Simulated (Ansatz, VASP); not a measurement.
**One calculation of HCl, two programs**

```
CELL_PARAMETERS angstrom
8.76425 0.00000 0.00000
0.00000 8.76425 0.00000
0.00000 0.00000 8.76425
ATOMIC_POSITIONS crystal
Cl 0.50385 0.70862 0.13831
Cl 0.23143 0.50049 0.37776
Cl 0.03569 0.89706 0.18304
Cl 0.30904 0.21397 0.94766
Cl 0.01328 0.58349 0.91313
Cl 0.60177 0.44618 0.54986
Cl 0.98781 0.25259 0.67136
Cl 0.55812 0.06219 0.37117
Cl 0.50106 0.86304 0.71797
Cl 0.90802 0.81578 0.56991
Cl 0.74120 0.08018 0.93650
Cl 0.84120 0.36809 0.20882
H 0.61470 0.62122 0.18410
H 0.31990 0.56927 0.27742
H 0.92887 0.96262 0.10211
H 0.20458 0.20963 0.84173
H 0.99421 0.47032 0.81675
H 0.45820 0.45989 0.51525
H 0.89235 0.18132 0.76376
H 0.53601 0.93992 0.28808
H 0.52812 0.93834 0.59097
H 0.94562 0.86156 0.43338
H 0.66047 0.98653 0.84787
H 0.92539 0.43882 0.10789
```

Alike in both runs: functional PBE; dispersion D3(BJ); k mesh 1 × 1 × 1; occupations fermi-dirac, width 0.02 eV; no spin polarisation.

Ansatz relaxed the structure, and its values are those at the end. VASP's run is a single point on that final structure, the one shown.

|  | VASP | Ansatz |
| --- | --- | --- |
| version | VASP 6.6.1 | Ansatz 0.2.0 |
| potentials or method | VASP PAW PBE potentials, release 64 (Cl, H_h), cutoff 1000 eV | scalar-relativistic, plane waves, PAW |
| valence electrons in the cell | 96 | 96 |

```tsv
	VASP	Ansatz	Ansatz less VASP
rms of the force components (eV/Å)	0.143	0.093	-0.0504
```
